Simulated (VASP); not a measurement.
Runs of VASP 6.6.1 on MgH16Cl2O8. The cells are those of the table. 

```tsv
cell	smearing	gap on the mesh (eV)	pressure (GPa)	largest force (eV/Å)
a = 6.739 Å, 27 atoms	fermi-dirac 0.05 eV	2.34	-0.1	4.25
a = 5.763, b = 5.767, c = 5.928 Å, angles 89.6, 88.3, 91.7°, 27 atoms	fermi-dirac 0.002 eV	2.63	16.8	(b)
a = 5.302, b = 5.383, c = 5.706 Å, angles 90.3, 87.0, 92.9°, 27 atoms	fermi-dirac 0.002 eV	(a)	36.2	8.17
a = 6.369, b = 6.437, c = 6.400 Å, angles 89.9, 89.8, 90.4°, 27 atoms	fermi-dirac 0.002 eV	3.46	6.9	6.37
```

Alike in all rows: task single point; level PBE+D3(BJ); potentials or basis VASP PAW PBE potentials, release 64 (O, H, Mg, Cl); no spin polarisation; k mesh 1 × 1 × 1; cutoff (eV) 520.

**Question.** Fill in the values left out.

**Answer.** (a) 3.94; (b) 4.71.

Caveats: all runs use coarse meshes.

A k mesh can miss the band edges.
